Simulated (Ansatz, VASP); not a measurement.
One calculation of W, two programs

INCAR

```
PREC     = Accurate       # precision mode
ENCUT    = 520            # plane-wave cutoff, eV
EDIFF    = 1E-6           # SCF threshold, eV
ISMEAR   = 0              # smearing method
SIGMA    = 0.15           # smearing width, eV
LREAL    = F              # projectors in reciprocal space
LASPH    = T              # aspherical terms in the spheres
NELM     = 60             # most SCF steps
ALGO     = Fast           # electronic algorithm
ISIF     = 2              # what is computed and relaxed
LWAVE    = F              # write WAVECAR
LCHARG   = F              # write CHGCAR
GGA      = PS             # functional
NBANDS   = 13             # bands
```

The input KPOINTS:

```
regular mesh
0
Gamma
  20 20 20
```

Contents of POSCAR:

```
W
1.0
    0.0000000000      2.0300000000      2.0909000000
    2.0300000000      0.0000000000      2.0909000000
    2.0300000000      2.0300000000      0.0000000000
W
1
Direct
    0.0000000000      0.0000000000      0.0000000000
```

Input for Ansatz:

```yaml
crystal:
  lattice:
    - [0.0, 2.03, 2.0909]
    - [2.03, 0.0, 2.0909]
    - [2.03, 2.03, 0.0]
  atoms:
    - { symbol: W, position: [0.0, 0.0, 0.0] }
basis:
  ecutwfc: 420
kpoints:
  mp_grid: { grid: [20, 20, 20] }
hamiltonian:
  xc: pbesol
scf:
  occupations: { method: gaussian, width: 0.15 }
output:
  forces: true
  stress: true
  eigenvalues: true
```

Change from the starting cell: strain +0.0300 x Voigt [0, 0, 1, 0, 0, 0], atoms carried along.

Alike in both runs: task single point; functional PBEsol; k mesh 20 × 20 × 20; occupations gaussian, width 0.15 eV; no spin polarisation.

```csv
,VASP,Ansatz
version,VASP 6.6.1,Ansatz 0.2.0
potentials or method,"VASP PAW PBE potentials, release 64 (W_sv), cutoff 520 eV","scalar-relativistic, plane waves, PAW"
valence electrons in the cell,14,14
```

|  | VASP | Ansatz | Ansatz less VASP |
| --- | --- | --- | --- |
| gap on the k mesh at the Fermi level (eV) | none | none | - |
| pressure (GPa) | -19.2 | -19.5 | -0.33 |
| traceless stress, the component that is largest in VASP (GPa) | 5.10 | 5.08 | -0.020 |

VASP's potentials were made for PBE, not for PBEsol. A gap of «none» marks a metal or a gap that the smearing closes. With one functional, cell and mesh, what is left measures potentials, basis and numerics.

Spin-orbit coupling is off throughout.
